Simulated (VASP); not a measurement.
Set up this calculation in VASP 6.6.1, as the native input.

* Task: single point
* Functional: PBE
* Potentials or basis: VASP PAW PBE potentials, release 64 (Al, N)
* Cutoff: 520 eV
* k mesh: 12 × 12 × 6
* Occupations: gaussian, width 0.05 eV
* Spin: no spin polarisation
* Dipole correction: no
* Further INCAR settings: ALGO = Normal; EDIFF = 1e-06; NBANDS = 16

The structure of AlN lies in POSCAR:

```
AlN
1.0
    3.0050299802      0.0000000000      0.0000000000
   -1.5025149901      2.6024323020      0.0000000000
    0.0000000000      0.0000000000      4.8172604684
Al N
2 2
Direct
    0.3333333333      0.6666666667      0.0017287175
    0.6666666667      0.3333333333      0.5017287175
    0.3333333333      0.6666666667      0.3832712825
    0.6666666667      0.3333333333      0.8832712825
```

This cell differs from its parent crystal: strain -0.040 along x and y, -0.040 along z.

The input as run:

INCAR

```
SYSTEM = AlN
PREC     = Accurate       ! precision mode
ENCUT    = 520            ! plane-wave cutoff, eV
EDIFF    = 1E-6           ! SCF threshold, eV
ISMEAR   = 0              ! smearing method
SIGMA    = 0.05           ! smearing width, eV
LREAL    = .FALSE.        ! projectors in reciprocal space
LASPH    = .TRUE.         ! aspherical terms in the spheres
NELM     = 80             ! most SCF steps
ALGO     = Normal         ! electronic algorithm
ISIF     = 2              ! what is computed and relaxed
LWAVE    = .FALSE.        ! write WAVECAR
LCHARG   = .TRUE.         ! write CHGCAR
GGA      = PE             ! functional
LELF     = .TRUE.         ! ELF
LVHAR    = .TRUE.       
NBANDS   = 16             ! bands
```

KPOINTS

```
Automatic mesh
0
G
  12 12 6
  0 0 0
```

Potentials or basis: VASP PAW PBE potentials, release 64 (Al, N).

The run is started by

```sh
$ cat potpaw_PBE.64/Al/POTCAR potpaw_PBE.64/N/POTCAR > POTCAR
$ mpirun -np 1 vasp_std > vasp.out
```

It gave:

```json
{
  "Pressure": "29.9 GPa",
  "Largest force": "0.051 eV/Å",
  "Band gap on the k mesh": "5.09 eV, indirect (least direct gap 5.15 eV)"
}
```

Caveat: the cell differs from its parent crystal (strain -0.040 along x and y, -0.040 along z).

Wall time 34 s on 1 thread of Intel Xeon 6975P-C, with other jobs on the host, peak memory 0.17 GiB.
